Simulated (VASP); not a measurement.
Wanted: the native input for a VASP 6.6.1 run.

```
Task                   : relaxation of cell and atoms
Functional             : PBEsol
Potentials or basis    : VASP PAW PBE potentials, release 64 (Pb_d, Se)
Cutoff                 : 600 eV
k mesh                 : 7 × 7 × 7
Occupations            : fermi-dirac, width 0.05 eV
Spin                   : no spin polarisation
Dipole correction      : no
Further INCAR settings : ALGO = Normal; EDIFF = 1e-07; IBRION = 2; EDIFFG = -0.01; NSW = 60; ISIF = 3
```

The structure of PbSe lies in POSCAR:

```
PbSe
1.0
    3.7843220000      0.0000000000      0.0000000000
    0.0000000000      3.7843220000      0.0000000000
    0.0000000000      0.0000000000      3.7843220000
Pb Se
1 1
Direct
    0.0000000000      0.0000000000      0.0000000000
    0.5000000000      0.5000000000      0.5000000000
```

One way to write it, as run:

INCAR

```
SYSTEM = PbSe
PREC = Accurate
ENCUT = 600
EDIFF = 1E-7
ISMEAR = -1
SIGMA = 0.05
LREAL = .FALSE.
LASPH = .TRUE.
NELM = 80
ALGO = Normal
ISIF = 3
LWAVE = .FALSE.
LCHARG = .FALSE.
GGA = PS
IBRION = 2
NSW = 60
EDIFFG = -0.01
```

KPOINTS

```
Automatic mesh
0
G
  7 7 7
  0 0 0
```

Potentials or basis: VASP PAW PBE potentials, release 64 (Pb_d, Se).

Launch:

```sh
$ cat potpaw_PBE.64/Pb_d/POTCAR potpaw_PBE.64/Se/POTCAR > POTCAR
$ mpirun -np 1 vasp_std > vasp.out
```

Results of the run:

```yaml
Relaxed_volume: 25.42 Å³/atom
Relaxed_cell: a = 3.705 Å, b = 3.705 Å, c = 3.705 Å, α = 90.00°, β = 90.00°, γ = 90.00°
Space_group_after_relaxing_to_0.05_Å: Pm-3m (No. 221)
Energy_gained_by_relaxing: 17.9 meV/atom
Ionic_steps: 3
Pressure_after_relaxing: 0.0 GPa
Band_gap_on_the_k_mesh: zero (band 10 reaches 5.91 eV, above the bottom of band 11 at 5.53 eV)
```

Caveat: the PAW data sets were made with another functional, which shifts forces and pressure a little; spin-orbit coupling is left out, which moves the levels of the heavy elements.

It took 29 s on 1 thread of Intel Xeon 6975P-C, with other jobs on the host, peak memory 0.18 GiB.
